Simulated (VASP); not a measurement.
# In (I4/mmm) in VASP: further runs, part 2 of 2

VASP 6.6.1. The steps go on from the part before.

## 4. Elastic constants, LDA

INCAR

```
SYSTEM = In
PREC = Accurate ; ENCUT = 500
EDIFF = 1E-8 ; ISMEAR = -1
SIGMA = 0.05 ; LREAL = .False.
LASPH = .True. ; NELM = 120
ALGO = Normal ; ISIF = 3
LWAVE = .False. ; LCHARG = .True.
IBRION = 6 ; NFREE = 2
POTIM = 0.015 ; NSW = 1
GGA_COMPAT = .False.
```

KPOINTS

```
regular mesh
0
Gamma
  8 8 8
  0 0 0
```

POSCAR

```
In
1.0
   -1.6254700000      1.6254700000      2.4737000000
    1.6254700000     -1.6254700000      2.4737000000
    1.6254700000      1.6254700000     -2.4737000000
In
1
Direct
    0.0000000000      0.0000000000      0.0000000000
```

Potentials or basis: VASP PAW LDA potentials, release 64 (In_d).

Launch:

```sh
$ cat potpaw_LDA.64/In_d/POTCAR > POTCAR
$ mpirun -np 1 vasp_std > vasp.out
```

OUTCAR:

```text
SYSTEM = In
   PREC = Accurate
   ENCUT = 500
   EDIFF = 1E-8
   ISMEAR = -1
   LREAL = .False.
   LASPH = .True.
   NELM = 120
   ISIF = 3
   IBRION = 6
   NFREE = 2
   POTIM = 0.015
   NSW = 1

 ion  position               nearest neighbor table
   1  0.000  0.000  0.000-

  LATTYP: Found a body centered tetragonal cell.
 ALAT       =     3.2509400000
 C/A-ratio  =     1.5218367611

  Lattice vectors:

 A1 = (  -1.6254700000,   1.6254700000,   2.4737000000)
 A2 = (   1.6254700000,  -1.6254700000,   2.4737000000)
 A3 = (   1.6254700000,   1.6254700000,  -2.4737000000)

Analysis of symmetry for initial positions (statically):
=====================================================================
 Subroutine PRICEL returns:
[... 718 lines left out ...]

 INTERNAL STRAIN TENSORS FROM DISPLACED ATOMS
 ============================================

 INTERNAL STRAIN TENSOR FOR ION    1 for displacements in x,y,z  (eV/Angst):
          X           Y           Z          XY          YZ          ZX
  --------------------------------------------------------------------------------
  x     0.00000     0.00000     0.00000     0.00000     0.00000     0.00000
  y     0.00000     0.00000     0.00000     0.00000     0.00000     0.00000
  z     0.00000     0.00000     0.00000     0.00000     0.00000     0.00000

 Eigenvectors and eigenvalues of the dynamical matrix
 ----------------------------------------------------

   1 f/i=    0.000000 THz     0.000000 2PiTHz    0.000000 cm-1     0.000000 meV
             X         Y         Z           dx          dy          dz
      0.000000  0.000000  0.000000     0.000000    0.000000    1.000000

   2 f/i=    0.000000 THz     0.000000 2PiTHz    0.000000 cm-1     0.000000 meV
             X         Y         Z           dx          dy          dz
      0.000000  0.000000  0.000000     0.000000    1.000000    0.000000

   3 f/i=    0.000000 THz     0.000000 2PiTHz    0.000000 cm-1     0.000000 meV
             X         Y         Z           dx          dy          dz
      0.000000  0.000000  0.000000     1.000000    0.000000    0.000000

--------------------------------------------------------------------------------------------------------

 ELASTIC MODULI CONTR FROM IONIC RELAXATION (kBar)
 Direction    XX          YY          ZZ          XY          YZ          ZX
 --------------------------------------------------------------------------------
 XX           0.0000      0.0000      0.0000      0.0000      0.0000      0.0000
 YY           0.0000      0.0000      0.0000      0.0000      0.0000      0.0000
 ZZ           0.0000      0.0000      0.0000      0.0000      0.0000      0.0000
 XY           0.0000      0.0000      0.0000      0.0000      0.0000      0.0000
 YZ           0.0000      0.0000      0.0000      0.0000      0.0000      0.0000
 ZX           0.0000      0.0000      0.0000      0.0000      0.0000      0.0000
 --------------------------------------------------------------------------------

 TOTAL ELASTIC MODULI (kBar)
 Direction    XX          YY          ZZ          XY          YZ          ZX
 --------------------------------------------------------------------------------
 XX         543.5625    -25.7920    403.4977      0.0000      0.0000     -0.0000
 YY         -25.7920    543.5625    403.4977      0.0000      0.0000      0.0000
 ZZ         403.4977    403.4977    570.0765      0.0000      0.0000     -0.0000
 XY           0.0000      0.0000      0.0000   -127.1817      0.0000      0.0000
 YZ           0.0000      0.0000      0.0000      0.0000    214.0658      0.0000
 ZX          -0.0000      0.0000     -0.0000      0.0000      0.0000    214.0659
 --------------------------------------------------------------------------------
```

OSZICAR:

```text
N       E                     dE             d eps       ncg     rms          rms(c)
DAV:   1     0.710545934668E+02    0.71055E+02   -0.64242E+03  1196   0.162E+03
[... 182 lines left out ...]
DAV:   2    -0.320009594343E+01   -0.10119E-01   -0.10311E-01  1630   0.398E+00    0.651E-02
DAV:   3    -0.320010952319E+01   -0.13580E-04   -0.80691E-04  1412   0.347E-01    0.391E-02
DAV:   4    -0.320008116762E+01    0.28356E-04   -0.25983E-04  1342   0.334E-01    0.172E-02
DAV:   5    -0.320007762882E+01    0.35388E-05   -0.36126E-05  1316   0.130E-01    0.354E-03
DAV:   6    -0.320007715167E+01    0.47714E-06   -0.31682E-06  1280   0.373E-02    0.182E-03
DAV:   7    -0.320007715581E+01   -0.41348E-08   -0.14195E-07  1750   0.530E-03    0.262E-04
DAV:   8    -0.320007715607E+01   -0.25852E-09   -0.21484E-09   706   0.973E-04
  17 F= -.32000772E+01 E0= -.31980465E+01  d E =-.406128E-02
```

stdout:

```text
POSCAR found type information on POSCAR In
 POSCAR found :  1 types and       1 ions
 scaLAPACK will be used
 LDA part: xc-table for (Slater(with rela. corr.)+CA(PZ))
 , standard interpolation
 POSCAR, INCAR and KPOINTS ok, starting setup
 FFT: planning ... GRIDC
 FFT: planning ... GRID_SOFT
 FFT: planning ... GRID
 WAVECAR not read
 entering main loop
 Found     2 degrees of freedom:
 Adding 6 more for cell shape distortion
 Finite differences POTIM= 0.01500 DOF=   8
 bond charge predicted
 Finite differences progress:
 bond charge predicted
 Finite differences progress:
 bond charge predicted
 Finite differences progress:
 bond charge predicted
 Finite differences progress:
 bond charge predicted
 Finite differences progress:
 bond charge predicted
 Finite differences progress:
 bond charge predicted
 Finite differences progress:
 bond charge predicted
 Finite differences progress:
 bond charge predicted
 Finite differences progress:
 bond charge predicted
 Finite differences progress:
 bond charge predicted
 Finite differences progress:
 bond charge predicted
 Finite differences progress:
 bond charge predicted
 Finite differences progress:
 bond charge predicted
 Finite differences progress:
 bond charge predicted
 Finite differences progress:
 bond charge predicted
 Finite differences progress:
```

Wall time 2.5 min (1 thread of Intel Xeon 6975P-C (Granite Rapids), shared host); peak memory 0.21 GiB.

Results:

```
Voigt bulk modulus : 36 GPa
```

Elastic tensor in Voigt notation (GPa, in the Cartesian axes of the cell as first typed):
```
 54  -3  40   0   0   0
 -3  54  40   0   0   0
 40  40  57   0   0   0
  0   0   0  21   0   0
  0   0   0   0  21   0
  0   0   0   0   0 -13
```

Clamped-ion elastic tensor (GPa):
```
 54  -3  40   0   0   0
 -3  54  40   0   0   0
 40  40  57   0   0   0
  0   0   0  21   0   0
  0   0   0   0  21   0
  0   0   0   0   0 -13
```

Caveat: the cell is under stress, which shifts elastic constants; the elastic tensor has a negative eigenvalue, so either the cell is unstable as it stands or the mesh is too thin; spin-orbit coupling is left out, which moves the levels of the heavy elements.

## 5. Elastic constants, PBE

INCAR

```
PREC = Accurate
ENCUT = 500
EDIFF = 1E-8
ISMEAR = -1
SIGMA = 0.05
LREAL = F
LASPH = T
NELM = 120
ALGO = Normal
ISIF = 3
LWAVE = F
LCHARG = F
GGA = PE
NBANDS = 12
IBRION = 6
NFREE = 2
POTIM = 0.015
NSW = 1
GGA_COMPAT = F
```

KPOINTS

```
regular mesh
0
Gamma
  8 8 8
```

POSCAR is that of step 4.

Potentials or basis: VASP PAW PBE potentials, release 64 (In_d).

Launch:

```sh
$ cat potpaw_PBE.64/In_d/POTCAR > POTCAR
$ mpirun -np 1 vasp_std > vasp.out
```

Wall time 3.3 min (1 thread of Intel Xeon 6975P-C (Granite Rapids), shared host); peak memory 0.23 GiB.

The run converged. Its results:

```
Voigt bulk modulus : 42 GPa
```

Elastic tensor in Voigt notation (GPa, in the Cartesian axes of the cell as first typed):
```
76 -3 41  0  0  0
-3 76 41  0  0  0
41 41 64  0  0  0
 0  0  0 29  0  0
 0  0  0  0 29  0
 0  0  0  0  0  2
```

Clamped-ion elastic tensor (GPa):
```
76 -3 41  0  0  0
-3 76 41  0  0  0
41 41 64  0  0  0
 0  0  0 29  0  0
 0  0  0  0 29  0
 0  0  0  0  0  2
```

Caveat: the cell is under stress, which shifts elastic constants; spin-orbit coupling is left out, which moves the levels of the heavy elements.

## 6. Elastic constants, PBEsol

INCAR

```
  PREC = Accurate
  ENCUT = 500
  EDIFF = 1E-8
  ISMEAR = -1
  SIGMA = 0.05
  LREAL = F
  LASPH = T
  NELM = 120
  ALGO = Normal
  ISIF = 3
  LWAVE = F
  LCHARG = F
  GGA = PS
  IBRION = 6
  NFREE = 2
  POTIM = 0.015
  NSW = 1
  GGA_COMPAT = F
```

KPOINTS is that of step 5.

POSCAR is that of step 5.

Potentials or basis: VASP PAW PBE potentials, release 64 (In_d).

Launch:

```sh
$ cat potpaw_PBE.64/In_d/POTCAR > POTCAR
$ mpirun -np 1 vasp_std > vasp.out
```

Run time: 2.7 min. Hardware: 1 thread of Intel Xeon 6975P-C (Granite Rapids), shared host; peak memory 0.21 GiB.

It converged, with:

- Voigt bulk modulus: 39 GPa

Elastic tensor in Voigt notation (GPa, in the Cartesian axes of the cell as first typed):
```
69 -4 39  0  0  0
-4 69 39  0  0  0
39 39 61  0  0  0
 0  0  0 27  0  0
 0  0  0  0 27  0
 0  0  0  0  0  0
```

Clamped-ion elastic tensor (GPa):
```
69 -4 39  0  0  0
-4 69 39  0  0  0
39 39 61  0  0  0
 0  0  0 27  0  0
 0  0  0  0 27  0
 0  0  0  0  0  0
```

Caveat: the cell is under stress, which shifts elastic constants; the elastic tensor has a negative eigenvalue, so either the cell is unstable as it stands or the mesh is too thin; the PAW data sets were made with another functional, which shifts forces and pressure a little; spin-orbit coupling is left out, which moves the levels of the heavy elements.
